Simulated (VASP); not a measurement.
# C (Fd-3m) in VASP: settings compared

C is run at these levels: PBEsol, RPBE+D3(BJ); tasks: relaxation of cell and atoms, single point.

Everything below comes from runs of VASP 6.6.1. Logs are shortened: lines on timing, memory, paths and dates and some standing lists are left out, and cuts for length are marked.

## 1. The cell of the first run

Symmetry: Fd-3m, No. 227, cubic system. Conventional cell: a = 3.567 Å, b = 3.567 Å, c = 3.567 Å, α = 90.00°, β = 90.00°, γ = 90.00°. C (site symmetry -43m) has 4 C at 1.54 Å within 2.1 Å.

## 2. Relaxation of cell and atoms, PBEsol, target pressure 10 GPa, at which the enthalpy is minimised

INCAR reads:

```
PREC = Accurate
ENCUT = 600
EDIFF = 1E-6
ISMEAR = -1
SIGMA = 0.05
LREAL = F
LASPH = T
NELM = 100
ALGO = Normal
ISIF = 3
LWAVE = F
LCHARG = F
GGA = PS
IBRION = 2
NSW = 80
EDIFFG = -0.02
PSTRESS = 100.0
```

KPOINTS reads:

```
regular mesh
0
Gamma
  13 13 13
```

POSCAR reads:

```
C
1.0
    0.0000000000      1.7833700000      1.7833700000
    1.7833700000      0.0000000000      1.7833700000
    1.7833700000      1.7833700000      0.0000000000
C
2
Direct
    0.7500000000      0.7500000000      0.7500000000
    0.5000000000      0.5000000000      0.5000000000
```

Potentials or basis: VASP PAW PBE potentials, release 64 (C).

The run is started by

```
cat potpaw_PBE.64/C/POTCAR > POTCAR
mpirun -np 1 vasp_std > vasp.out
```

OUTCAR:

```text
PREC = Accurate
   ENCUT = 600
   EDIFF = 1E-6
   ISMEAR = -1
   LREAL = F
   LASPH = T
   NELM = 100
   ISIF = 3
   GGA = PS
   IBRION = 2
   NSW = 80
   EDIFFG = -0.02
   PSTRESS = 100.0

 ion  position               nearest neighbor table
   1  0.750  0.750  0.750-   2 1.54   2 1.54   2 1.54   2 1.54
   2  0.500  0.500  0.500-   1 1.54   1 1.54   1 1.54   1 1.54

  LATTYP: Found a face centered cubic cell.
 ALAT       =     3.5667400000

  Lattice vectors:

 A1 = (   0.0000000000,   1.7833700000,   1.7833700000)
 A2 = (   1.7833700000,   0.0000000000,   1.7833700000)
 A3 = (   1.7833700000,   1.7833700000,   0.0000000000)

Analysis of symmetry for initial positions (statically):
=====================================================================
 Subroutine PRICEL returns:
 Original cell was already a primitive cell.

 Routine SETGRP: Setting up the symmetry group for a
 face centered cubic supercell.

 Subroutine GETGRP returns: Found 48 space group operations
 (whereof 24 operations were pure point group operations)
 out of a pool of 48 trial point group operations.

The static configuration has the point symmetry T_d .
 The point group associated with its full space group is O_h .

Analysis of symmetry for dynamics (positions and initial velocities):
=====================================================================
 Subroutine PRICEL returns:
 Original cell was already a primitive cell.

 Routine SETGRP: Setting up the symmetry group for a
 face centered cubic supercell.

 Subroutine GETGRP returns: Found 48 space group operations
 (whereof 24 operations were pure point group operations)
 out of a pool of 48 trial point group operations.

The dynamic configuration has the point symmetry T_d .
 The point group associated with its full space group is O_h .

 Subroutine INISYM returns: Found 48 space group operations
 (whereof 24 operations are pure point group operations),
 and found     1 'primitive' translations

----------------------------------------------------------------------------------------

                                     Primitive cell

  volume of cell :      11.3437

  direct lattice vectors                    reciprocal lattice vectors
     0.000000000  1.783370000  1.783370000    -0.280368067  0.280368067  0.280368067
     1.783370000  0.000000000  1.783370000     0.280368067 -0.280368067  0.280368067
     1.783370000  1.783370000  0.000000000     0.280368067  0.280368067 -0.280368067

  length of vectors
     2.522066041  2.522066041  2.522066041     0.485611737  0.485611737  0.485611737

  position of ions in fractional coordinates (direct lattice)
     0.750000000  0.750000000  0.750000000
     0.500000000  0.500000000  0.500000000

  ion indices of the primitive-cell ions
   primitive index   ion index
                 1           1
                 2           2

----------------------------------------------------------------------------------------

 KPOINTS: regular mesh

Automatic generation of k-mesh.
 Grid dimensions read from file:
 generate k-points for:   13   13   13

 Generating k-lattice:

  Cartesian coordinates                     Fractional coordinates (reciprocal lattice)
    -0.021566774  0.021566774  0.021566774     0.076923077  0.000000000  0.000000000
     0.021566774 -0.021566774  0.021566774     0.000000000  0.076923077  0.000000000
     0.021566774  0.021566774 -0.021566774     0.000000000  0.000000000  0.076923077

  Length of vectors
     0.037354749  0.037354749  0.037354749

  Shift w.r.t. Gamma in fractional coordinates (k-lattice)
     0.000000000  0.000000000  0.000000000

 Subroutine IBZKPT returns following result:
 ===========================================

 Found     84 irreducible k-points:

 Following reciprocal coordinates:
            Coordinates               Weight
  0.000000  0.000000  0.000000      1.000000
  0.076923  0.000000  0.000000      8.000000
  0.153846  0.000000  0.000000      8.000000
  0.230769  0.000000  0.000000      8.000000
  0.307692  0.000000  0.000000      8.000000
  0.384615  0.000000  0.000000      8.000000
[... 16 lines left out ...]
  0.384615  0.153846  0.000000     24.000000
  0.461538  0.153846  0.000000     24.000000
 [... further k-points ...]
   k-points           NKPTS =     84   k-points in BZ     NKDIM =     84   number of bands    NBANDS=      8
   number of dos      NEDOS =    301   number of ions     NIONS =      2
   total plane-waves  NPLWV =   8000
   dimension x,y,z NGX =    20 NGY =   20 NGZ =   20
   dimension x,y,z NGXF=    40 NGYF=   40 NGZF=   40
   ions per type =               2
   NGX,Y,Z   is equivalent  to a cutoff of  13.18, 13.18, 13.18 a.u.
   NGXF,Y,Z  is equivalent  to a cutoff of  26.37, 26.37, 26.37 a.u.
 SYSTEM =  unknown system
   PREC   = accura    normal or accurate (medium, high low for compatibility)
   ISTART =      0    job   : 0-new  1-cont  2-samecut
   ICHARG =      2    charge: 1-file 2-atom 10-const
   ISPIN  =      1    spin polarized calculation?
   LNONCOLLINEAR =      F non collinear calculations
   LSORBIT =      F    spin-orbit coupling
   LASPH  =      T    aspherical Exc in radial PAW
   ENCUT  =  600.0 eV  44.10 Ry    6.64 a.u.   5.04  5.04  5.04*2*pi/ulx,y,z
   NELM   =    100;   NELMIN=  2; NELMDL= -5     # of ELM steps
   EDIFF  = 0.1E-05   stopping-criterion for ELM
   LREAL  =      F    real-space projection
   EDIFFG = -.2E-01   stopping-criterion for IOM
   NSW    =     80    number of steps for IOM
   IBRION =      2    ionic relax: 0-MD 1-quasi-New 2-CG
   NFREE  =      1    steps in history (QN), initial steepest desc. (CG)
   ISIF   =      3    stress and relaxation
   ISYM   =      2    0-nonsym 1-usesym 2-fastsym
   POTIM  = 0.5000    time-step for ionic-motion
   TEBEG  =    0.0;   TEEND  =   0.0 temperature during run
   PSTRESS=  100.0 pullay stress
   NELECT =       8.0000    total number of electrons
   NUPDOWN=      -1.0000    fix difference up-down
   EMIN   =  10.00;   EMAX   =-10.00  energy-range for DOS
   EFERMI =   0.00;   METHOD = LEGACY
   ISMEAR =    -1;   SIGMA  =   0.05  broadening in eV -4-tet -1-fermi 0-gaus
   EFERMI_NEDOS =   21; number of points for ismear=-14 and -15
   IALGO  =     38    algorithm
   IMIX   =      4    mixing-type and parameters
     AMIX     =   0.40;   BMIX     =  1.00
     AMIX_MAG =   1.60;   BMIX_MAG =  1.00
  volume/ion in A,a.u.               =       5.67        38.28
  Fermi-wavevector in a.u.,A,eV,Ry     =   1.457203  2.753714 28.891161  2.123440
  Thomas-Fermi vector in A             =   2.574032
   LORBIT       =      0    0 simple, 1 ext, 2 COOP (PROOUT), +10 PAW based schemes
   GGA     = PS    functional components
   LHFCALC =     F    Hartree Fock is set to
   AEXX    =    0.0000 exact exchange contribution
   IVDW    =     0    specifies the selected vdW correction
   LEPSILON=     F    determine dielectric tensor
   LRPA    =     F    only Hartree local field effects (RPA)
 conjugate gradient relaxation of ions
 non-spin polarized calculation
  energy-cutoff  :      600.00
  volume of cell :       11.34
 maximum number of plane-waves:       388
   NGX =  9   NGY =  9   NGZ =  9

--------------------------------------- Ionic step        1  -------------------------------------------

 number of electron       7.9999999 magnetization

 Free energy of the ion-electron system (eV)
  ---------------------------------------------------
  ext. energy  EPLUGINS =         0.00000000
  ---------------------------------------------------
  free energy    TOTEN  =       -19.25323146 eV

  energy without entropy =      -19.25323146  energy(sigma->0) =      -19.25323146

------------------------ aborting loop because EDIFF is reached ----------------------------------------

  FORCE on cell =-STRESS in cart. coord.  units (eV):
  Direction    XX          YY          ZZ          XY          YZ          ZX
  --------------------------------------------------------------------------------------
  -------------------------------------------------------------------------------------
  Total       -0.3118501     -0.3118501     -0.3118501     -0.0000000     -0.0000000      0.0000000
  in kB      -44.0455620    -44.0455620    -44.0455620     -0.0000000     -0.0000000      0.0000000
  external PRESSURE =    -144.0455620 kB  Pullay stress =     100.0000000 kB
[... 61 lines left out ...]
  enthalpy is  TOTEN    =       -18.5293434005 eV   P V=        0.6570392269

--------------------------------------- Ionic step        3  -------------------------------------------

 number of electron       7.9999999 magnetization

 Free energy of the ion-electron system (eV)
  ---------------------------------------------------
  ext. energy  EPLUGINS =         0.00000000
  ---------------------------------------------------
  free energy    TOTEN  =       -19.24772731 eV

  energy without entropy =      -19.24772731  energy(sigma->0) =      -19.24772731

 E-fermi :  11.0465     XC(G=0): -13.5866

 val. band max:       10.1620341212   @ k =   0.0000   0.0000   0.0000
 cond. band min:      14.2430101339   @ k =   0.3846   0.3846   0.0000
 fundamental gap:      4.0809760127
 Fermi energy:        11.0465166081

 k-point     1 :       0.0000    0.0000    0.0000
  band No.  band energies     occupation
      1     -11.7810      2.00000
      2      10.1620      2.00000
      3      10.1620      2.00000
      4      10.1620      2.00000
      5      15.7870      0.00000
      6      15.7870      0.00000
      7      15.7870      0.00000
      8      24.2445      0.00000
[... 243 lines left out ...]
 k-point    24 :       0.4615    0.1538    0.0000
  band No.  band energies     occupation
      1      -6.6223      2.00000
      2      -1.3843      2.00000
      3       5.6127      2.00000
      4       6.1164      2.00000
      5      17.2564      0.00000
      6      20.9026      0.00000
      7      21.4251      0.00000
      8      24.2447      0.00000

 [... further k-points ...]
[... 5 lines left out ...]
  --------------------------------------------------------------------------------------
  -------------------------------------------------------------------------------------
  Total        0.6755314      0.6755314      0.6755314     -0.0000000      0.0000000     -0.0000000
  in kB       98.4210170     98.4210170     98.4210170     -0.0000000      0.0000000     -0.0000000
  external PRESSURE =      -1.5789830 kB  Pullay stress =     100.0000000 kB
[... 17 lines left out ...]
  FREE ENERGIE OF THE ION-ELECTRON SYSTEM (eV)
  ---------------------------------------------------
  free  energy   TOTEN  =       -19.2477273133 eV

  energy  without entropy=      -19.2477273133  energy(sigma->0) =      -19.24772731

  enthalpy is  TOTEN    =       -18.5613582365 eV   P V=        0.6863690768

 reached required accuracy - stopping structural energy minimisation
```

It took 30 s on 1 thread of AMD EPYC 7R43 (Zen 3), shared host; peak memory 0.08 GiB.

Results:

* Free energy: -19.2477 eV
* Relaxed volume: 5.50 Å³/atom
* Relaxed cell: a = 2.496 Å, b = 2.496 Å, c = 2.496 Å, α = 60.00°, β = 60.00°, γ = 60.00°
* Space group after relaxing (to 0.05 Å): Fd-3m (No. 227)
* Energy change on relaxing (the enthalpy is what falls): +2.8 meV/atom
* Ionic steps: 3
* Pressure after relaxing: 9.8 GPa
* Band gap on the k mesh: 4.08 eV, indirect (least direct gap 5.62 eV)

The path:
| step | energy change (eV) | largest force (eV/Å) | pressure (GPa) | volume (Å³) |
| --- | --- | --- | --- | --- |
| 1 | 0.0000 | 0.0000 | -4.40 | 11.34 |
| 2 | 0.0668 | 0.0000 | 32.75 | 10.53 |
| 3 | 0.0055 | 0.0000 | 9.84 | 11.00 |

Final structure:
```xyz
2
Lattice="0.0000 1.7650 1.7650 1.7650 0.0000 1.7650 1.7650 1.7650 0.0000" Properties=species:S:1:pos:R:3 pbc="T T T"
C     2.6475    2.6475    2.6475
C     1.7650    1.7650    1.7650
```

Levels at points of the mesh, in eV from the valence-band top:
```
           k point  band 1  band 2  band 3  band 4  band 5  band 6  band 7  band 8
(0.00, 0.00, 0.00)  -21.94    0.00    0.00    0.00    5.62    5.62    5.62   14.08
```

Caveat: the cell is relaxed towards a set pressure, so the enthalpy falls and the energy may rise; the PAW data sets were made with another functional, which shifts forces and pressure a little. A k mesh can miss the band edges.

## 3. Relaxation of cell and atoms, PBEsol, target pressure 20 GPa, at which the enthalpy is minimised

INCAR reads:

```
SYSTEM = C
PREC = Accurate
ENCUT = 600
EDIFF = 1E-7
ISMEAR = -1
SIGMA = 0.05
LREAL = .False.
LASPH = .True.
NELM = 60
ALGO = Normal
ISIF = 3
LWAVE = .False.
LCHARG = .False.
GGA = PS
IBRION = 2
NSW = 80
EDIFFG = -0.02
PSTRESS = 200.0
```

KPOINTS reads:

```
regular mesh
0
Gamma
  13 13 13
  0 0 0
```

POSCAR is that of step 2.

Potentials or basis: VASP PAW PBE potentials, release 64 (C).

The run is started by

```
cat potpaw_PBE.64/C/POTCAR > POTCAR
mpirun -np 1 vasp_std > vasp.out
```

OUTCAR:

```text
SYSTEM = C
   PREC = Accurate
   ENCUT = 600
   EDIFF = 1E-7
   ISMEAR = -1
   LREAL = .False.
   LASPH = .True.
   NELM = 60
   ISIF = 3
   GGA = PS
   IBRION = 2
   NSW = 80
   EDIFFG = -0.02
   PSTRESS = 200.0

 ion  position               nearest neighbor table
   1  0.750  0.750  0.750-   2 1.54   2 1.54   2 1.54   2 1.54
   2  0.500  0.500  0.500-   1 1.54   1 1.54   1 1.54   1 1.54

  LATTYP: Found a face centered cubic cell.
 ALAT       =     3.5667400000

  Lattice vectors:

 A1 = (   0.0000000000,   1.7833700000,   1.7833700000)
 A2 = (   1.7833700000,   0.0000000000,   1.7833700000)
 A3 = (   1.7833700000,   1.7833700000,   0.0000000000)

Analysis of symmetry for initial positions (statically):
=====================================================================
 Subroutine PRICEL returns:
 Original cell was already a primitive cell.

 Routine SETGRP: Setting up the symmetry group for a
 face centered cubic supercell.

 Subroutine GETGRP returns: Found 48 space group operations
 (whereof 24 operations were pure point group operations)
 out of a pool of 48 trial point group operations.
[... 168 lines left out ...]

  FORCE on cell =-STRESS in cart. coord.  units (eV):
  Direction    XX          YY          ZZ          XY          YZ          ZX
  --------------------------------------------------------------------------------------
  -------------------------------------------------------------------------------------
  Total       -0.3117402     -0.3117402     -0.3117402      0.0000000      0.0000000     -0.0000000
  in kB      -44.0300325    -44.0300325    -44.0300325      0.0000000      0.0000000     -0.0000000
  external PRESSURE =    -244.0300325 kB  Pullay stress =     200.0000000 kB
[... 63 lines left out ...]
--------------------------------------- Ionic step        3  -------------------------------------------

 number of electron       7.9999999 magnetization

 Free energy of the ion-electron system (eV)
  ---------------------------------------------------
  ext. energy  EPLUGINS =         0.00000000
  ---------------------------------------------------
  free energy    TOTEN  =       -19.22876099 eV

  energy without entropy =      -19.22876099  energy(sigma->0) =      -19.22876099

 E-fermi :  11.3975     XC(G=0): -13.6819

 val. band max:       10.4471968984   @ k =   0.0000   0.0000   0.0000
 cond. band min:      14.5710493624   @ k =   0.3846   0.3846   0.0000
 fundamental gap:      4.1238524639
 Fermi energy:        11.3974573750

 k-point     1 :       0.0000    0.0000    0.0000
  band No.  band energies     occupation
      1     -11.7605      2.00000
      2      10.4472      2.00000
      3      10.4472      2.00000
      4      10.4472      2.00000
      5      16.1250      0.00000
      6      16.1250      0.00000
      7      16.1250      0.00000
      8      24.9769      0.00000
[... 243 lines left out ...]
 k-point    24 :       0.4615    0.1538    0.0000
  band No.  band energies     occupation
      1      -6.5261      2.00000
      2      -1.2600      2.00000
      3       5.8348      2.00000
      4       6.3262      2.00000
      5      17.6126      0.00000
      6      21.3201      0.00000
      7      21.9535      0.00000
      8      24.7180      0.00000

 [... further k-points ...]
[... 5 lines left out ...]
  --------------------------------------------------------------------------------------
  -------------------------------------------------------------------------------------
  Total        1.3098150      1.3098150      1.3098150      0.0000000      0.0000000     -0.0000000
  in kB      194.5211977    194.5211977    194.5211977      0.0000000      0.0000000     -0.0000000
  external PRESSURE =      -5.4788023 kB  Pullay stress =     200.0000000 kB
[... 21 lines left out ...]
  energy  without entropy=      -19.2287609887  energy(sigma->0) =      -19.22876099

  enthalpy is  TOTEN    =       -17.8820542577 eV   P V=        1.3467067311

 reached required accuracy - stopping structural energy minimisation
```

CONTCAR:

```text
C
   1.00000000000000
     0.0000000000000000    1.7537776882132996    1.7537776882132996
     1.7537776882132996    0.0000000000000000    1.7537776882132996
     1.7537776882132996    1.7537776882132996   -0.0000000000000000
  C
     2
Direct
     0.7500000000000000    0.7500000000000000    0.7500000000000000
     0.5000000000000000    0.5000000000000000    0.5000000000000000

  0.00000000E+00  0.00000000E+00  0.00000000E+00
  0.00000000E+00  0.00000000E+00  0.00000000E+00
```

It took 27 s on 1 thread of AMD EPYC 7R43 (Zen 3), shared host; peak memory 0.08 GiB.

What came out:

```yaml
Free_energy: -19.2288 eV
Relaxed_volume: 5.39 Å³/atom
Relaxed_cell: a = 2.480 Å, b = 2.480 Å, c = 2.480 Å, α = 60.00°, β = 60.00°, γ = 60.00°
Space_group_after_relaxing_to_0.05_Å: Fd-3m (No. 227)
Energy_change_on_relaxing_the_enthalpy_is_what_falls: +12.2 meV/atom
Ionic_steps: 3
Pressure_after_relaxing: 19.5 GPa
Band_gap_on_the_k_mesh: 4.12 eV, indirect (least direct gap 5.68 eV)
```

The path:
| step | energy change (eV) | largest force (eV/Å) | pressure (GPa) | volume (Å³) |
| --- | --- | --- | --- | --- |
| 1 | 0.0000 | 0.0000 | -4.40 | 11.34 |
| 2 | 0.2314 | 0.0000 | 65.58 | 9.98 |
| 3 | 0.0245 | 0.0000 | 19.45 | 10.79 |

Final structure:
```
CELL_PARAMETERS angstrom
0.00000 1.75378 1.75378
1.75378 0.00000 1.75378
1.75378 1.75378 0.00000
ATOMIC_POSITIONS crystal
C 0.75000 0.75000 0.75000
C 0.50000 0.50000 0.50000
```

Caveat: the cell is relaxed towards a set pressure, so the enthalpy falls and the energy may rise; the PAW data sets were made with another functional, which shifts forces and pressure a little. A k mesh can miss the band edges.

[end of part 1 of 2]
